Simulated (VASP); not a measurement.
# Se (P6_3/mmc) in VASP: notebook

Runs on Se. Level: r2SCAN. Tasks: single point, relaxation of cell and atoms.

Everything below comes from runs of VASP 6.6.1. Logs are shortened: lines on timing, memory, paths and dates and some standing lists are left out, and cuts for length are marked.

**1. The cell of the first run**

The structure is hexagonal, space group P6_3/mmc (No. 194). The conventional cell has a = 3.646 Å, b = 3.646 Å, c = 3.830 Å, α = 90.00°, β = 90.00°, γ = 120.00°. Se (site symmetry -6m2) has 14 Se at 2.85 to 3.83 Å within 3.9 Å.

This isn't the form of Se at room conditions, which is trigonal, of chains.

**2. Single point, r2SCAN**

Input file POSCAR:

```
Se
1.0
    3.6464994356      0.0000000000      0.0000000000
   -1.8232497178      3.1579611461      0.0000000000
    0.0000000000      0.0000000000      3.8296269254
Se
2
Direct
    0.3333333333      0.6666666667      0.2500000000
    0.6666666667      0.3333333333      0.7500000000
```

Input file INCAR.step1:

```
ALGO = Normal
EDIFF = 1E-4
ENCUT = 520
GGA = PE
ISMEAR = -1
LASPH = True
LCHARG = False
LREAL = False
LWAVE = True
NBANDS = 13
NELM = 100
PREC = Accurate
SIGMA = 0.1
```

Input file INCAR.step2:

```
ALGO = Normal
EDIFF = 1E-6
ENCUT = 520
ISIF = 2
ISMEAR = -1
ISTART = 1
LASPH = True
LCHARG = True
LELF = True
LMIXTAU = True
LREAL = False
LVHAR = True
LWAVE = False
METAGGA = R2SCAN
NBANDS = 13
NELM = 100
PREC = Accurate
SIGMA = 0.1
```

Input file KPOINTS:

```
k-points
0
Gamma
  16 16 14
```

Potentials or basis: VASP PAW PBE potentials, release 64 (Se).

On the command line:

```sh
> cat potpaw_PBE.64/Se/POTCAR > POTCAR
> cp INCAR.step1 INCAR
> mpirun -np 1 vasp_std > vasp.out
> cp INCAR.step2 INCAR
> mpirun -np 1 vasp_std > vasp.out
```

OUTCAR:

```text
EDIFF = 1E-6
   ENCUT = 520
   ISIF = 2
   ISMEAR = -1
   ISTART = 1
   LASPH = True
   LREAL = False
   METAGGA = R2SCAN
   NELM = 100
   PREC = Accurate

 ion  position               nearest neighbor table
   1  0.333  0.667  0.250-
   2  0.667  0.333  0.750-

  LATTYP: Found a hexagonal cell.
 ALAT       =     3.6464994356
 C/A-ratio  =     1.0502200790

  Lattice vectors:

 A1 = (   3.6464994356,   0.0000000000,   0.0000000000)
 A2 = (  -1.8232497178,   3.1579611461,   0.0000000000)
 A3 = (   0.0000000000,   0.0000000000,   3.8296269254)

Analysis of symmetry for initial positions (statically):
=====================================================================
 Subroutine PRICEL returns:
 Original cell was already a primitive cell.

 Routine SETGRP: Setting up the symmetry group for a
 hexagonal supercell.

 Subroutine GETGRP returns: Found 24 space group operations
 (whereof 12 operations were pure point group operations)
 out of a pool of 24 trial point group operations.

The static configuration has the point symmetry D_3d.
 The point group associated with its full space group is D_6h.

Analysis of symmetry for dynamics (positions and initial velocities):
=====================================================================
 Subroutine PRICEL returns:
 Original cell was already a primitive cell.

 Routine SETGRP: Setting up the symmetry group for a
 hexagonal supercell.

 Subroutine GETGRP returns: Found 24 space group operations
 (whereof 12 operations were pure point group operations)
 out of a pool of 24 trial point group operations.

The dynamic configuration has the point symmetry D_3d.
 The point group associated with its full space group is D_6h.

 Subroutine INISYM returns: Found 24 space group operations
 (whereof 12 operations are pure point group operations),
 and found     1 'primitive' translations

----------------------------------------------------------------------------------------

                                     Primitive cell

  volume of cell :      44.1001

  direct lattice vectors                    reciprocal lattice vectors
     3.646499436  0.000000000  0.000000000     0.274235611  0.158330004  0.000000000
    -1.823249718  3.157961146  0.000000000     0.000000000  0.316660007  0.000000000
     0.000000000  0.000000000  3.829626925     0.000000000  0.000000000  0.261122041

  length of vectors
     3.646499436  3.646499436  3.829626925     0.316660007  0.316660007  0.261122041

  position of ions in fractional coordinates (direct lattice)
     0.333333333  0.666666667  0.250000000
     0.666666667  0.333333333  0.750000000

  ion indices of the primitive-cell ions
   primitive index   ion index
                 1           1
                 2           2

----------------------------------------------------------------------------------------

 KPOINTS: k-points

Automatic generation of k-mesh.
 Grid dimensions read from file:
 generate k-points for:   16   16   14

 Generating k-lattice:

  Cartesian coordinates                     Fractional coordinates (reciprocal lattice)
     0.017139726  0.009895625  0.000000000     0.062500000 -0.000000000  0.000000000
     0.000000000  0.019791250  0.000000000     0.000000000  0.062500000  0.000000000
     0.000000000  0.000000000  0.018651574     0.000000000  0.000000000  0.071428571

  Length of vectors
     0.019791250  0.019791250  0.018651574

  Shift w.r.t. Gamma in fractional coordinates (k-lattice)
     0.000000000  0.000000000  0.000000000

 Subroutine IBZKPT returns following result:
 ===========================================

 Found    240 irreducible k-points:

 Following reciprocal coordinates:
            Coordinates               Weight
  0.000000  0.000000  0.000000      1.000000
  0.062500 -0.000000  0.000000      6.000000
  0.125000 -0.000000  0.000000      6.000000
  0.187500 -0.000000  0.000000      6.000000
  0.250000 -0.000000  0.000000      6.000000
  0.312500  0.000000  0.000000      6.000000
[... 16 lines left out ...]
  0.187500  0.187500  0.000000      6.000000
  0.250000  0.187500  0.000000     12.000000
 [... further k-points ...]
   k-points           NKPTS =    240   k-points in BZ     NKDIM =    240   number of bands    NBANDS=     13
   number of dos      NEDOS =    301   number of ions     NIONS =      2
   total plane-waves  NPLWV =  21952
   dimension x,y,z NGX =    28 NGY =   28 NGZ =   28
   dimension x,y,z NGXF=    56 NGYF=   56 NGZF=   56
   ions per type =               2
   NGX,Y,Z   is equivalent  to a cutoff of  12.77, 12.77, 12.15 a.u.
   NGXF,Y,Z  is equivalent  to a cutoff of  25.53, 25.53, 24.31 a.u.
 SYSTEM =  unknown system
   PREC   = accura    normal or accurate (medium, high low for compatibility)
   ISTART =      1    job   : 0-new  1-cont  2-samecut
   ICHARG =      0    charge: 1-file 2-atom 10-const
   ISPIN  =      1    spin polarized calculation?
   LNONCOLLINEAR =      F non collinear calculations
   LSORBIT =      F    spin-orbit coupling
   LASPH  =      T    aspherical Exc in radial PAW
   ENCUT  =  520.0 eV  38.22 Ry    6.18 a.u.   6.78  6.78  7.12*2*pi/ulx,y,z
   NELM   =    100;   NELMIN=  2; NELMDL=  0     # of ELM steps
   EDIFF  = 0.1E-05   stopping-criterion for ELM
   LREAL  =      F    real-space projection
   EDIFFG = 0.1E-04   stopping-criterion for IOM
   NSW    =      0    number of steps for IOM
   IBRION =     -1    ionic relax: 0-MD 1-quasi-New 2-CG
   NFREE  =      0    steps in history (QN), initial steepest desc. (CG)
   ISIF   =      2    stress and relaxation
   ISYM   =      2    0-nonsym 1-usesym 2-fastsym
   POTIM  = 0.5000    time-step for ionic-motion
   TEBEG  =    0.0;   TEEND  =   0.0 temperature during run
   PSTRESS=    0.0 pullay stress
   NELECT =      12.0000    total number of electrons
   NUPDOWN=      -1.0000    fix difference up-down
   EMIN   =  10.00;   EMAX   =-10.00  energy-range for DOS
   EFERMI =   0.00;   METHOD = LEGACY
   ISMEAR =    -1;   SIGMA  =   0.10  broadening in eV -4-tet -1-fermi 0-gaus
   EFERMI_NEDOS =   21; number of points for ismear=-14 and -15
   IALGO  =     38    algorithm
   IMIX   =      4    mixing-type and parameters
     AMIX     =   0.40;   BMIX     =  1.00
     AMIX_MAG =   1.60;   BMIX_MAG =  1.00
  volume/ion in A,a.u.               =      22.05       148.80
  Fermi-wavevector in a.u.,A,eV,Ry     =   1.060854  2.004723 15.312137  1.125410
  Thomas-Fermi vector in A             =   2.196249
   LORBIT       =      0    0 simple, 1 ext, 2 COOP (PROOUT), +10 PAW based schemes
   METAGGA = R2SCAN    functional components
   LHFCALC =     F    Hartree Fock is set to
   AEXX    =    0.0000 exact exchange contribution
   IVDW    =     0    specifies the selected vdW correction
   LEPSILON=     F    determine dielectric tensor
   LRPA    =     F    only Hartree local field effects (RPA)
 non-spin polarized calculation
  energy-cutoff  :      520.00
  volume of cell :       44.10
 maximum number of plane-waves:      1203
 NGX is ok and might be reduce to    28
   NGX = 13   NGY = 13   NGZ = 15

 number of electron      12.0000002 magnetization

 Free energy of the ion-electron system (eV)
  ---------------------------------------------------
  ext. energy  EPLUGINS =         0.00000000
  ---------------------------------------------------
  free energy    TOTEN  =       -27.72049718 eV

  energy without entropy =      -27.68418064  energy(sigma->0) =      -27.70233891

 E-fermi :   4.6243     XC(G=0): -10.5761

 val. band max:        4.6212054937   @ k =   0.3125   0.1250   0.0000
 cond. band min:       4.6259954678   @ k =   0.1250   0.0625   0.3571
 fundamental gap:      0.0047899741
 Fermi energy:         4.6242829653

 k-point     1 :       0.0000    0.0000    0.0000
  band No.  band energies     occupation
      1     -12.1188      2.00000
      2      -5.8864      2.00000
      3      -0.5060      2.00000
      4       2.1315      2.00000
      5       2.1315      2.00000
      6       5.4703      0.00042
      7       5.4703      0.00042
      8       8.2317      0.00000
      9       9.3930      0.00000
     10      12.6589      0.00000
     11      15.3270      0.00000
     12      15.3270      0.00000
     13      16.9054      0.00000

 k-point     2 :       0.0625   -0.0000    0.0000
  band No.  band energies     occupation
      1     -12.0736      2.00000
      2      -5.9377      2.00000
      3      -0.4572      2.00000
      4       2.0007      2.00000
      5       2.0338      2.00000
      6       5.3739      0.00111
      7       5.5768      0.00015
      8       8.0750      0.00000
      9       9.5745      0.00000
     10      12.8409      0.00000
     11      15.0977      0.00000
     12      15.3383      0.00000
     13      16.7614      0.00000

 k-point     3 :       0.1250   -0.0000    0.0000
  band No.  band energies     occupation
      1     -11.9388      2.00000
      2      -6.0943      2.00000
      3      -0.3116      2.00000
      4       1.6724      2.00000
      5       1.7862      2.00000
      6       5.1204      0.01392
      7       5.8436      0.00001
      8       7.6416      0.00000
      9      10.0608      0.00000
     10      13.0364      0.00000
     11      14.9957      0.00000
     12      15.4143      0.00000
     13      16.4150      0.00000
[... 305 lines left out ...]
 k-point    23 :       0.1875    0.1875    0.0000
  band No.  band energies     occupation
      1     -10.9673      2.00000
      2      -7.2623      2.00000
      3      -0.1029      2.00000
      4       0.7465      2.00000
      5       1.4271      2.00000
      6       4.5177      1.48742
      7       5.3862      0.00098
      8       6.2835      0.00000
      9      11.8063      0.00000
     10      11.8189      0.00000
     11      13.7465      0.00000
     12      17.6164      0.00000
     13      17.8679      0.00000

 k-point    24 :       0.2500    0.1875    0.0000
  band No.  band energies     occupation
      1     -10.5867      2.00000
      2      -7.7019      2.00000
      3      -0.5732      2.00000
      4       1.1669      2.00000
      5       1.6088      2.00000
      6       4.2594      1.94930
      7       4.7317      0.50937
      8       6.3132      0.00000
      9      11.3268      0.00000
     10      12.6242      0.00000
     11      13.1798      0.00000
     12      17.8850      0.00000
     13      18.7213      0.00000

 [... further k-points ...]

------------------------ aborting loop because EDIFF is reached ----------------------------------------

  FORCE on cell =-STRESS in cart. coord.  units (eV):
  Direction    XX          YY          ZZ          XY          YZ          ZX
  --------------------------------------------------------------------------------------
  -------------------------------------------------------------------------------------
  Total        0.0471711      0.0471711     -0.2476724      0.0000000      0.0000000      0.0000000
  in kB        1.7137499      1.7137499     -8.9980575      0.0000000      0.0000000      0.0000000
  external PRESSURE =      -1.8568525 kB  Pullay stress =       0.0000000 kB

 VOLUME and BASIS-vectors are now :
 -----------------------------------------------------------------------------
  energy-cutoff  :      520.00
  volume of cell :       44.10
      direct lattice vectors                 reciprocal lattice vectors
     3.646499436  0.000000000  0.000000000     0.274235611  0.158330004  0.000000000
    -1.823249718  3.157961146  0.000000000     0.000000000  0.316660007  0.000000000
     0.000000000  0.000000000  3.829626925     0.000000000  0.000000000  0.261122041

 POSITION                                       TOTAL-FORCE (eV/Angst)
 -----------------------------------------------------------------------------------
     -0.00000      2.10531      0.95741        -0.000000      0.000000      0.000000
      1.82325      1.05265      2.87222         0.000000     -0.000000      0.000000
 -----------------------------------------------------------------------------------
    total drift:                                0.000000     -0.000000      0.000000

  FREE ENERGIE OF THE ION-ELECTRON SYSTEM (eV)
  ---------------------------------------------------
  free  energy   TOTEN  =       -27.7204971805 eV

  energy  without entropy=      -27.6841806380  energy(sigma->0) =      -27.70233891
```

It took 3.9 min on 1 thread of Intel Xeon 6975P-C (Granite Rapids), shared host; peak memory 0.24 GiB.

What came out:

| Property | Result |
| --- | --- |
| Free energy | -27.7205 eV |
| Pressure | -0.2 GPa |
| Band gap on the k mesh | zero (bands 6 and 7 overlap by 2.18 eV) |

Caveat: the PAW data sets were made with another functional, which shifts forces and pressure a little.

**3. Relaxation of cell and atoms, r2SCAN**

This run uses another cell than the first one, of 21.81 Å³/atom.

Input file POSCAR:

```
Se
1.0
    3.1360302227      0.0000000000      0.0000000000
   -1.5680151114      2.7158818399      0.0000000000
    0.0000000000      0.0000000000      5.1211373537
Se
2
Direct
    0.3333333333      0.6666666667      0.2500000000
    0.6666666667      0.3333333333      0.7500000000
```

Input file INCAR.step1:

```
SYSTEM = Se
ALGO = Normal
EDIFF = 1E-4
ENCUT = 600
GGA = PE
ISMEAR = -1
LASPH = .TRUE.
LCHARG = .FALSE.
LREAL = .FALSE.
LWAVE = .TRUE.
NELM = 80
PREC = Accurate
SIGMA = 0.1
```

Input file INCAR.step2:

```
SYSTEM = Se
ALGO = Normal
EDIFF = 1E-6
EDIFFG = -0.01
ENCUT = 600
IBRION = 2
ISIF = 3
ISMEAR = -1
ISTART = 1
LASPH = .TRUE.
LCHARG = .FALSE.
LMIXTAU = .TRUE.
LREAL = .FALSE.
LWAVE = .FALSE.
METAGGA = R2SCAN
NELM = 80
NSW = 80
PREC = Accurate
SIGMA = 0.1
```

Input file KPOINTS:

```
k-points
0
G
  12 12 6
  0 0 0
```

Potentials or basis: VASP PAW PBE potentials, release 64 (Se).

On the command line:

```sh
> cat potpaw_PBE.64/Se/POTCAR > POTCAR
> cp INCAR.step1 INCAR
> mpirun -np 1 vasp_std > vasp.out
> cp INCAR.step2 INCAR
> mpirun -np 1 vasp_std > vasp.out
```

Wall time 22 min (1 thread of Intel Xeon 6975P-C (Granite Rapids), shared host); peak memory 0.22 GiB.

The run converged. Its results:

```
Free energy                           : -27.7085 eV
Relaxed volume                        : 22.03 Å³/atom
Relaxed cell                          : a = 3.646 Å, b = 3.646 Å, c = 3.828 Å, α = 90.00°, β = 90.00°, γ = 120.00°
Space group after relaxing (to 0.1 Å) : P6_3/mmc (No. 194)
Energy gained by relaxing             : 439.9 meV/atom
Ionic steps                           : 21
Pressure after relaxing               : 0.0 GPa
Band gap on the k mesh                : zero (bands 6 and 7 overlap by 2.44 eV)
```

The path:
| step | energy change (eV) | largest force (eV/Å) | pressure (GPa) | volume (Å³) |
| --- | --- | --- | --- | --- |
| 1 | 0.0000 | 0.0000 | -4.09 | 43.62 |
| 2 | -0.0680 | 0.0000 | 0.92 | 40.19 |
| 3 | -0.0696 | 0.0000 | 1.89 | 39.68 |
| 4 | -0.1559 | 0.0000 | 3.90 | 38.83 |
| 5 | -0.4111 | 0.0000 | 16.00 | 35.86 |
| 6 | -0.4232 | 0.0000 | 16.31 | 35.86 |
| 7 | -0.4490 | 0.0000 | 17.38 | 35.85 |
| 8 | -0.4540 | 0.0000 | 20.00 | 35.78 |
| 9 | -0.5009 | 0.0000 | 18.61 | 36.19 |
| 10 | -0.6204 | 0.0000 | 14.81 | 37.42 |
| 11 | -0.7799 | 0.0000 | 8.63 | 39.93 |
| 12 | -0.8367 | 0.0000 | -0.03 | 45.13 |
| 13 | -0.8509 | 0.0000 | 1.95 | 43.65 |
| 14 | -0.8513 | 0.0000 | 2.30 | 43.41 |
| 15 | -0.8599 | 0.0000 | 1.94 | 43.49 |
| 16 | -0.8764 | 0.0000 | 0.94 | 43.70 |
| 17 | -0.8683 | 0.0000 | -0.85 | 44.07 |
| 18 | -0.8795 | 0.0000 | 0.28 | 43.84 |
| 19 | -0.8795 | 0.0000 | 0.31 | 43.83 |
| 20 | -0.8796 | 0.0000 | 0.21 | 43.91 |
| 21 | -0.8797 | 0.0000 | 0.01 | 44.05 |

Final structure:
```cif
data_structure
_symmetry_space_group_name_H-M 'P 1'
_symmetry_Int_Tables_number 1
_cell_length_a 3.6455
_cell_length_b 3.6455
_cell_length_c 3.8275
_cell_angle_alpha 90.000
_cell_angle_beta 90.000
_cell_angle_gamma 120.000
_cell_volume 44.05
loop_
_atom_site_label
_atom_site_type_symbol
_atom_site_fract_x
_atom_site_fract_y
_atom_site_fract_z
_atom_site_occupancy
Se1 Se 0.33333 0.66667 0.25000 1
Se2 Se 0.66667 0.33333 0.75000 1
```

Levels at points of the mesh, in eV from the Fermi level:
| k point | band 4 | band 5 | band 6 | band 7 | band 8 | band 9 |
| --- | --- | --- | --- | --- | --- | --- |
| (0.00, 0.00, 0.00) | -2.45 | -2.45 | 0.89 | 0.89 | 3.66 | 4.81 |
| (0.50, 0.00, 0.00) | -4.07 | -2.90 | -0.70 | -0.62 | 2.39 | 4.67 |
| (0.00, 0.00, 0.50) | -0.91 | -0.71 | -0.71 | -0.71 | -0.71 | 8.72 |
| (0.50, 0.00, 0.50) | -6.48 | -1.75 | -1.75 | 1.33 | 1.33 | 9.51 |

Caveat: a cell axis changed by over 15 % at a fixed basis, so the end point is rough; the PAW data sets were made with another functional, which shifts forces and pressure a little.
